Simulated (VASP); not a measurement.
Set up this calculation in VASP 6.6.1, as the native input.

```
Task                   : single point
Functional             : PBEsol
Potentials or basis    : VASP PAW PBE potentials, release 64 (C)
Cutoff                 : 520 eV
k mesh                 : 21 × 21 × 6
Occupations            : gaussian, width 0.15 eV
Spin                   : no spin polarisation
Dipole correction      : no
Further INCAR settings : ALGO = Normal; EDIFF = 1e-06; NBANDS = 16
```

The structure of C lies in POSCAR:

```
C
1.0
    1.1840931803     -2.0504977769      0.0000000000
    1.1840931803      2.0504977769      0.0000000000
    0.0000000000      0.0000000000      7.1054938332
C
4
Direct
    0.0833216498      0.9166783502      0.7498439858
    0.5833216498      0.4166783502      0.2501560142
    0.9166783502      0.0833216498      0.2501560142
    0.4166783502      0.5833216498      0.7498439858
```

These files were run (other wordings do the same):

INCAR

```
ALGO = Normal
EDIFF = 1E-6
ENCUT = 520
GGA = PS
ISIF = 2
ISMEAR = 0
LASPH = T
LCHARG = T
LELF = T
LREAL = F
LVHAR = T
LWAVE = F
NBANDS = 16
NELM = 100
PREC = Accurate
SIGMA = 0.15
```

KPOINTS

```
k-points
0
Gamma
  21 21 6
```

Potentials or basis: VASP PAW PBE potentials, release 64 (C).

Launch:

```console
$ cat potpaw_PBE.64/C/POTCAR > POTCAR
$ mpirun -np 1 vasp_std > vasp.out
```

Results of the run:

```
Pressure               : 36.0 GPa
Band gap on the k mesh : zero (filled and empty bands touch)
```

Caveat: the PAW data sets were made with another functional, which shifts forces and pressure a little; this functional lacks dispersion, which binds the layers, so the pressure and a relaxed spacing across them are unreliable.

It took 4.7 min on 1 thread of AMD EPYC 7R13 (shared host), peak memory 0.26 GiB.
